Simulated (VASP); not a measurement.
# AlNi (Cmmm) in VASP: single point with PBEsol

Aim: the single point of AlNi with PBEsol.

Everything below comes from runs of VASP 6.6.1. Logs are shortened: lines on timing, memory, paths and dates and some standing lists are left out, and cuts for length are marked.

### 1 The cell of the first run

Symmetry: Cmmm, No. 65, orthorhombic system. Conventional cell: a = 3.877 Å, b = 3.906 Å, c = 3.099 Å, α = 90.00°, β = 90.00°, γ = 90.00°. Al (site symmetry mmm) has 8 Ni at 2.48 to 2.49 Å and 6 Al at 2.75 to 3.10 Å within 3.3 Å. Ni (site symmetry mmm) has 8 Al at 2.48 to 2.49 Å and 6 Ni at 2.75 to 3.10 Å within 3.3 Å.

### 2 Single point, PBEsol, collinear spin, ferromagnetic start

File INCAR:

```
PREC     = Accurate       # precision mode
ENCUT    = 520            # plane-wave cutoff, eV
EDIFF    = 1E-7           # SCF threshold, eV
ISMEAR   = -1             # smearing method
SIGMA    = 0.1            # smearing width, eV
LREAL    = F              # projectors in reciprocal space
LASPH    = T              # aspherical terms in the spheres
NELM     = 150            # most SCF steps
ALGO     = Normal         # electronic algorithm
ISIF     = 2              # what is computed and relaxed
LWAVE    = F              # write WAVECAR
LCHARG   = F              # write CHGCAR
ISPIN    = 2              # spin polarisation
MAGMOM   = 0 1.5          # initial moments
LORBIT   = 11             # projections on sites
LMAXMIX  = 4              # l up to which the mixer works
GGA      = PS             # functional
NBANDS   = 18             # bands
```

File KPOINTS:

```
regular mesh
0
Gamma
  10 10 9
```

File POSCAR:

```
AlNi
1.0
    1.9386940000     -1.9531900000      0.0000000000
    1.9386940000      1.9531900000      0.0000000000
    0.0000000000      0.0000000000      3.0994300000
Al Ni
1 1
Direct
    0.0000000000      0.0000000000      0.0000000000
    0.5000000000      0.5000000000      0.5000000000
```

Potentials or basis: VASP PAW PBE potentials, release 64 (Al, Ni).

The run is started by

```bash
$ cat potpaw_PBE.64/Al/POTCAR potpaw_PBE.64/Ni/POTCAR > POTCAR
$ mpirun -np 1 vasp_std > vasp.out
```

OUTCAR:

```text
PREC = Accurate
   ENCUT = 520
   EDIFF = 1E-7
   ISMEAR = -1
   LREAL = F
   LASPH = T
   NELM = 150
   ISIF = 2
   ISPIN = 2
   LORBIT = 11
   GGA = PS

 ion  position               nearest neighbor table
   1  0.000  0.000  0.000-   2 2.48   2 2.48   2 2.48   2 2.48   2 2.49   2 2.49   2 2.49   2 2.49

   2  0.500  0.500  0.500-   1 2.48   1 2.48   1 2.48   1 2.48   1 2.49   1 2.49   1 2.49   1 2.49

  LATTYP: Found a base centered orthorhombic cell.
 ALAT       =     3.8773880000
 B/A-ratio  =     1.0074771986
 C/A-ratio  =     0.7993602910

  Lattice vectors:

 A1 = (   1.9386940000,  -1.9531900000,   0.0000000000)
 A2 = (   1.9386940000,   1.9531900000,   0.0000000000)
 A3 = (   0.0000000000,   0.0000000000,   3.0994300000)

Analysis of symmetry for initial positions (statically):
=====================================================================
 Subroutine PRICEL returns:
 Original cell was already a primitive cell.

 Routine SETGRP: Setting up the symmetry group for a
 base centered orthorhombic supercell.

 Subroutine GETGRP returns: Found  8 space group operations
 (whereof  8 operations were pure point group operations)
 out of a pool of  8 trial point group operations.

The static configuration has the point symmetry D_2h.

Analysis of symmetry for dynamics (positions and initial velocities):
=====================================================================
 Subroutine PRICEL returns:
 Original cell was already a primitive cell.

 Routine SETGRP: Setting up the symmetry group for a
 base centered orthorhombic supercell.

 Subroutine GETGRP returns: Found  8 space group operations
 (whereof  8 operations were pure point group operations)
 out of a pool of  8 trial point group operations.

The dynamic configuration has the point symmetry D_2h.

Analysis of structural, dynamic, and magnetic symmetry:
=====================================================================
 Subroutine PRICEL returns:
 Original cell was already a primitive cell.

 Routine SETGRP: Setting up the symmetry group for a
 base centered orthorhombic supercell.

 Subroutine GETGRP returns: Found  8 space group operations
 (whereof  8 operations were pure point group operations)
 out of a pool of  8 trial point group operations.

The overall configuration has the point symmetry D_2h.

 Subroutine INISYM returns: Found  8 space group operations
 (whereof  8 operations are pure point group operations),
 and found     1 'primitive' translations

----------------------------------------------------------------------------------------

                                     Primitive cell

  volume of cell :      23.4728

  direct lattice vectors                    reciprocal lattice vectors
     1.938694000 -1.953190000  0.000000000     0.257905580 -0.255991481  0.000000000
     1.938694000  1.953190000  0.000000000     0.257905580  0.255991481  0.000000000
     0.000000000  0.000000000  3.099430000     0.000000000  0.000000000  0.322639969

  length of vectors
     2.751996657  2.751996657  3.099430000     0.363382617  0.363382617  0.322639969

  position of ions in fractional coordinates (direct lattice)
     0.000000000  0.000000000  0.000000000
     0.500000000  0.500000000  0.500000000

  ion indices of the primitive-cell ions
   primitive index   ion index
                 1           1
                 2           2

----------------------------------------------------------------------------------------

 KPOINTS: regular mesh

Automatic generation of k-mesh.
 Grid dimensions read from file:
 generate k-points for:   10   10    9

 Generating k-lattice:

  Cartesian coordinates                     Fractional coordinates (reciprocal lattice)
     0.025790558 -0.025599148  0.000000000     0.100000000  0.000000000  0.000000000
     0.025790558  0.025599148  0.000000000     0.000000000  0.100000000  0.000000000
     0.000000000  0.000000000  0.035848885     0.000000000  0.000000000  0.111111111

  Length of vectors
     0.036338262  0.036338262  0.035848885

  Shift w.r.t. Gamma in fractional coordinates (k-lattice)
     0.000000000  0.000000000  0.000000000

 Subroutine IBZKPT returns following result:
 ===========================================

 Found    155 irreducible k-points:

 Following reciprocal coordinates:
            Coordinates               Weight
  0.000000  0.000000  0.000000      1.000000
  0.100000  0.000000  0.000000      4.000000
  0.200000  0.000000  0.000000      4.000000
  0.300000  0.000000  0.000000      4.000000
  0.400000  0.000000  0.000000      4.000000
  0.500000  0.000000  0.000000      2.000000
[... 16 lines left out ...]
  0.300000  0.300000  0.000000      2.000000
  0.400000  0.300000  0.000000      4.000000
 [... further k-points ...]
   k-points           NKPTS =    155   k-points in BZ     NKDIM =    155   number of bands    NBANDS=     18
   number of dos      NEDOS =    301   number of ions     NIONS =      2
   total plane-waves  NPLWV =   9600
   dimension x,y,z NGX =    20 NGY =   20 NGZ =   24
   dimension x,y,z NGXF=    40 NGYF=   40 NGZF=   48
   ions per type =               1   1
   NGX,Y,Z   is equivalent  to a cutoff of  12.08, 12.08, 12.87 a.u.
   NGXF,Y,Z  is equivalent  to a cutoff of  24.16, 24.16, 25.75 a.u.
 SYSTEM =  unknown system
   PREC   = accura    normal or accurate (medium, high low for compatibility)
   ISTART =      0    job   : 0-new  1-cont  2-samecut
   ICHARG =      2    charge: 1-file 2-atom 10-const
   ISPIN  =      2    spin polarized calculation?
   LNONCOLLINEAR =      F non collinear calculations
   LSORBIT =      F    spin-orbit coupling
   LASPH  =      T    aspherical Exc in radial PAW
   ENCUT  =  520.0 eV  38.22 Ry    6.18 a.u.   5.12  5.12  5.76*2*pi/ulx,y,z
   NELM   =    150;   NELMIN=  2; NELMDL= -5     # of ELM steps
   EDIFF  = 0.1E-06   stopping-criterion for ELM
   LREAL  =      F    real-space projection
   EDIFFG = 0.1E-05   stopping-criterion for IOM
   NSW    =      0    number of steps for IOM
   IBRION =     -1    ionic relax: 0-MD 1-quasi-New 2-CG
   NFREE  =      0    steps in history (QN), initial steepest desc. (CG)
   ISIF   =      2    stress and relaxation
   ISYM   =      2    0-nonsym 1-usesym 2-fastsym
   POTIM  = 0.5000    time-step for ionic-motion
   TEBEG  =    0.0;   TEEND  =   0.0 temperature during run
   PSTRESS=    0.0 pullay stress
   NELECT =      13.0000    total number of electrons
   NUPDOWN=      -1.0000    fix difference up-down
   EMIN   =  10.00;   EMAX   =-10.00  energy-range for DOS
   EFERMI =   0.00;   METHOD = LEGACY
   ISMEAR =    -1;   SIGMA  =   0.10  broadening in eV -4-tet -1-fermi 0-gaus
   EFERMI_NEDOS =   21; number of points for ismear=-14 and -15
   IALGO  =     38    algorithm
   IMIX   =      4    mixing-type and parameters
     AMIX     =   0.40;   BMIX     =  1.00
     AMIX_MAG =   1.60;   BMIX_MAG =  1.00
  volume/ion in A,a.u.               =      11.74        79.20
  Fermi-wavevector in a.u.,A,eV,Ry     =   1.344417  2.540580 24.591957  1.807458
  Thomas-Fermi vector in A             =   2.472413
   LORBIT       =     11    0 simple, 1 ext, 2 COOP (PROOUT), +10 PAW based schemes
   GGA     = PS    functional components
   LHFCALC =     F    Hartree Fock is set to
   AEXX    =    0.0000 exact exchange contribution
   IVDW    =     0    specifies the selected vdW correction
   LEPSILON=     F    determine dielectric tensor
   LRPA    =     F    only Hartree local field effects (RPA)
 spin polarized calculation
  energy-cutoff  :      520.00
  volume of cell :       23.47
 maximum number of plane-waves:       646
   NGX = 11   NGY = 11   NGZ = 11

 number of electron      13.0000022 magnetization       0.0000231

 number of electron      13.0000022 magnetization      -0.0000503

 Free energy of the ion-electron system (eV)
  ---------------------------------------------------
  ext. energy  EPLUGINS =         0.00000000
  ---------------------------------------------------
  free energy    TOTEN  =       -11.55736601 eV

  energy without entropy =      -11.52706768  energy(sigma->0) =      -11.54221684

 E-fermi :  10.1540     XC(G=0): -12.2568

 val. band max:       10.1326596450   @ k =   0.0000   0.0000   0.2222
 cond. band min:      10.1787122790   @ k =   0.4000   0.3000   0.1111
 fundamental gap:      0.0460526340
 Fermi energy:        10.1539895348

 spin component 1

 k-point     1 :       0.0000    0.0000    0.0000
  band No.  band energies     occupation
      1      -1.1360      1.00000
      2       6.7117      1.00000
      3       6.8537      1.00000
      4       8.4770      1.00000
      5       8.4967      1.00000
      6       8.7894      1.00000
[... 10 lines left out ...]
     17      33.5627      0.00000
     18      33.5694      0.00000

 k-point     2 :       0.1000    0.0000    0.0000
  band No.  band energies     occupation
      1      -0.9347      1.00000
      2       6.7638      1.00000
      3       6.8714      1.00000
      4       8.3443      1.00000
      5       8.4991      1.00000
      6       8.7113      1.00000
[... 10 lines left out ...]
     17      33.1681      0.00000
     18      33.9448      0.00000

 k-point     3 :       0.2000    0.0000    0.0000
  band No.  band energies     occupation
      1      -0.3370      1.00000
      2       6.7858      1.00000
      3       6.9475      1.00000
      4       8.0238      1.00000
      5       8.5174      1.00000
      6       8.5293      1.00000
[... 412 lines left out ...]
 k-point    23 :       0.3000    0.3000    0.0000
  band No.  band energies     occupation
      1       2.3133      1.00000
      2       6.6354      1.00000
      3       7.2473      1.00000
      4       7.7833      1.00000
      5       7.9724      1.00000
      6       8.0053      1.00000
[... 10 lines left out ...]
     17      32.7777      0.00000
     18      34.9382      0.00000

 k-point    24 :       0.4000    0.3000    0.0000
  band No.  band energies     occupation
      1       3.4865      1.00000
      2       5.9886      1.00000
      3       7.4895      1.00000
      4       7.6488      1.00000
      5       7.9586      1.00000
      6       7.9916      1.00000
[... 10 lines left out ...]
     17      33.2722      0.00000
     18      34.2715      0.00000

 [... further k-points ...]

 spin component 2

 k-point     1 :       0.0000    0.0000    0.0000
  band No.  band energies     occupation
      1      -1.1360      1.00000
      2       6.7117      1.00000
      3       6.8537      1.00000
      4       8.4771      1.00000
      5       8.4968      1.00000
      6       8.7896      1.00000
[... 10 lines left out ...]
     17      33.5627      0.00000
     18      33.5690      0.00000

 k-point     2 :       0.1000    0.0000    0.0000
  band No.  band energies     occupation
      1      -0.9346      1.00000
      2       6.7639      1.00000
      3       6.8714      1.00000
      4       8.3444      1.00000
      5       8.4992      1.00000
      6       8.7114      1.00000
[... 10 lines left out ...]
     17      33.1681      0.00000
     18      33.9447      0.00000

 k-point     3 :       0.2000    0.0000    0.0000
  band No.  band energies     occupation
      1      -0.3370      1.00000
      2       6.7858      1.00000
      3       6.9476      1.00000
      4       8.0239      1.00000
      5       8.5175      1.00000
      6       8.5294      1.00000
[... 412 lines left out ...]
 k-point    23 :       0.3000    0.3000    0.0000
  band No.  band energies     occupation
      1       2.3133      1.00000
      2       6.6354      1.00000
      3       7.2474      1.00000
      4       7.7835      1.00000
      5       7.9725      1.00000
      6       8.0054      1.00000
[... 10 lines left out ...]
     17      32.7777      0.00000
     18      34.9382      0.00000

 k-point    24 :       0.4000    0.3000    0.0000
  band No.  band energies     occupation
      1       3.4865      1.00000
      2       5.9886      1.00000
      3       7.4895      1.00000
      4       7.6489      1.00000
      5       7.9587      1.00000
      6       7.9917      1.00000
[... 10 lines left out ...]
     17      33.2722      0.00000
     18      34.2715      0.00000

 [... further k-points ...]
[... 5 lines left out ...]
  --------------------------------------------------------------------------------------
  -------------------------------------------------------------------------------------
  Total        0.5549033      0.3195679     -0.5958842      0.0000000      0.0000000      0.0000000
  in kB       37.8758452     21.8126381    -40.6730636      0.0000000      0.0000000      0.0000000
  external PRESSURE =       6.3384732 kB  Pullay stress =       0.0000000 kB

 VOLUME and BASIS-vectors are now :
 -----------------------------------------------------------------------------
  energy-cutoff  :      520.00
  volume of cell :       23.47
      direct lattice vectors                 reciprocal lattice vectors
     1.938694000 -1.953190000  0.000000000     0.257905580 -0.255991481  0.000000000
     1.938694000  1.953190000  0.000000000     0.257905580  0.255991481  0.000000000
     0.000000000  0.000000000  3.099430000     0.000000000  0.000000000  0.322639969

 POSITION                                       TOTAL-FORCE (eV/Angst)
 -----------------------------------------------------------------------------------
      0.00000      0.00000      0.00000         0.000000      0.000000      0.000000
      1.93869      0.00000      1.54971        -0.000000      0.000000      0.000000
 -----------------------------------------------------------------------------------
    total drift:                                0.000000      0.000000      0.000000

  FREE ENERGIE OF THE ION-ELECTRON SYSTEM (eV)
  ---------------------------------------------------
  free  energy   TOTEN  =       -11.5573660050 eV

  energy  without entropy=      -11.5270676770  energy(sigma->0) =      -11.54221684

 total charge

# of ion       s       p       d       tot
------------------------------------------
    1        0.387   0.424   0.000   0.811
    2        0.490   0.537   8.479   9.506
--------------------------------------------------
tot          0.877   0.961   8.479  10.316

 magnetization (x)

# of ion       s       p       d       tot
------------------------------------------
    1       -0.000  -0.000   0.000  -0.000
    2        0.000   0.000   0.000   0.000
--------------------------------------------------
tot          0.000   0.000   0.000   0.000
```

It took 67 s on 1 thread of AMD EPYC 7R13 (Zen 3), shared host; peak memory 0.18 GiB.

What came out:

```yaml
Free_energy: -11.5574 eV
Pressure: 0.6 GPa
Net_moment: 0.00 μB per cell
Valence_electrons_inside_the_program's_atomic_spheres: Al 0.81; Ni 9.51
```

Levels at points of the mesh, in eV from the Fermi level:
Spin up:
```
           k point  band 5  band 6  band 7  band 8  band 9  band 10
(0.00, 0.00, 0.00)   -1.66   -1.36    2.93    7.03    7.08     7.17
(0.50, 0.00, 0.00)   -2.09   -1.54   -0.37    7.77    7.93     9.38
(0.50, 0.50, 0.00)   -2.44   -2.32   -0.86    2.20    3.30    10.79
```
Spin down:
| k point | band 4 | band 5 | band 6 | band 7 | band 8 | band 9 | band 10 | band 11 |
| --- | --- | --- | --- | --- | --- | --- | --- | --- |
| (0.00, 0.00, 0.00) | -1.68 | -1.66 | -1.36 | 2.93 | 7.03 | 7.08 | 7.17 | 8.66 |
| (0.50, 0.00, 0.00) | -2.77 | -2.09 | -1.54 | -0.37 | 7.77 | 7.93 | 9.38 | 11.61 |
| (0.50, 0.50, 0.00) | -2.46 | -2.44 | -2.32 | -0.86 | 2.20 | 3.30 | 10.79 | 13.51 |

Caveat: the PAW data sets were made with another functional, which shifts forces and pressure a little.
